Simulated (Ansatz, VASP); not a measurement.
TaN in VASP and in Ansatz

Contents of INCAR:

```
  PREC = Accurate
  ENCUT = 520
  EDIFF = 1E-8
  ISMEAR = -1
  SIGMA = 0.03
  LREAL = False
  LASPH = True
  NELM = 120
  ALGO = Normal
  ISIF = 2
  LWAVE = False
  LCHARG = False
  LEFG = True
  NBANDS = 36
  GGA_COMPAT = False
```

KPOINTS

```
Automatic mesh
0
Gamma
  5 5 8
```

The input POSCAR:

```
TaN
1.0
    5.2022252935      0.0000000000      0.0000000000
   -2.6011126468      4.5052592604      0.0000000000
    0.0000000000      0.0000000000      2.9176612005
Ta N
3 3
Direct
    0.0000000000      0.0000000000      0.0000000000
    0.3333333333      0.6666666667      0.5000000000
    0.6666666667      0.3333333333      0.5000000000
    0.5000000000      0.0000000000      0.0000000000
    0.5000000000      0.5000000000      0.0000000000
    0.0000000000      0.5000000000      0.0000000000
```

Input for Ansatz:

```yaml
crystal:
  lattice:
    - [5.2022252935, 0.0, 0.0]
    - [-2.6011126468, 4.5052592604, 0.0]
    - [0.0, 0.0, 2.9176612005]
  atoms:
    - { symbol: Ta, position: [0.0, 0.0, 0.0] }
    - { symbol: Ta, position: [0.3333333333, 0.6666666667, 0.5] }
    - { symbol: Ta, position: [0.6666666667, 0.3333333333, 0.5] }
    - { symbol: "N", position: [0.5, 0.0, 0.0] }
    - { symbol: "N", position: [0.5, 0.5, 0.0] }
    - { symbol: "N", position: [0.0, 0.5, 0.0] }
kpoints:
  mp_grid: { grid: [5, 5, 8] }
scf:
  occupations: { method: fermi_dirac, width: 0.03 }
hamiltonian:
  xc: lda
  pseudopotentials: { kind: paw }
output:
  forces: true
  stress: true
  eigenvalues: true
  efg: { contact_densities: true }
```

Change from the starting cell: volume scaled by 1.01, PAW files.

Alike in both runs: task electric field gradients; functional LDA; k mesh 5 × 5 × 8; occupations fermi-dirac, width 0.03 eV; no spin polarisation.

|  | VASP | Ansatz |
| --- | --- | --- |
| version | VASP 6.6.1 | Ansatz 0.2.0 |
| potentials or method | VASP PAW LDA potentials, release 64 (Ta_sv_GW, N) | PAW with Ansatz's default frozen-core files, scalar-relativistic |
| plane-wave cutoff (eV) | 520 | 420 |
| valence electrons in the cell | 54 | 54 |

VASP gave:

- size of Vzz on the site where it differs most (V/Å²): 410.2

Estimate Ansatz's values.

size of Vzz on the site where it differs most (V/Å²): 457.5.

LDA's correlation is that of Perdew and Zunger in VASP and of Perdew and Wang (1992) in Ansatz.

Neither program's run includes spin-orbit coupling.
